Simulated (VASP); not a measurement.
Set up this calculation in VASP 6.6.1, as the native input.

```
Task                   : single point
Functional             : PBEsol
Potentials or basis    : VASP PAW PBE potentials, release 64 (Hg, Te)
Cutoff                 : 520 eV
k mesh                 : 12 × 12 × 12
Occupations            : fermi-dirac, width 0.05 eV
Spin                   : no spin polarisation
Dipole correction      : no
Further INCAR settings : ALGO = Normal; EDIFF = 1e-06; NBANDS = 16
```

The structure of HgTe (zincblende type) lies in POSCAR:

```
HgTe
1.0
    0.0000000000      2.8058133746      2.8058133746
    2.8058133746      0.0000000000      2.8058133746
    2.8058133746      2.8058133746      0.0000000000
Hg Te
1 1
Direct
    0.0000000000      0.0000000000      0.0000000000
    0.2500000000      0.2500000000      0.2500000000
```

This cell differs from its parent crystal: volume scaled by 0.64.

The input as run:

INCAR

```
ALGO = Normal
EDIFF = 1E-6
ENCUT = 520
GGA = PS
ISIF = 2
ISMEAR = -1
LASPH = T
LCHARG = F
LREAL = F
LWAVE = F
NBANDS = 16
NELM = 60
PREC = Accurate
SIGMA = 0.05
```

KPOINTS

```
k-points
0
Gamma
  12 12 12
```

Potentials or basis: VASP PAW PBE potentials, release 64 (Hg, Te).

Run with:

```bash
$ cat potpaw_PBE.64/Hg/POTCAR potpaw_PBE.64/Te/POTCAR > POTCAR
$ mpirun -np 1 vasp_std > vasp.out
```

It gave:

```yaml
Pressure: 59.5 GPa
Band_gap_on_the_k_mesh: 0.28 eV, direct
```

Caveat: the PAW data sets were made with another functional, which shifts forces and pressure a little; spin-orbit coupling is left out, which moves the levels of the heavy elements.

Run time: 25 s on 1 thread of Intel(R) Xeon(R) Platinum 8488C (Sapphire Rapids), on a shared host, peak memory 0.2 GiB.
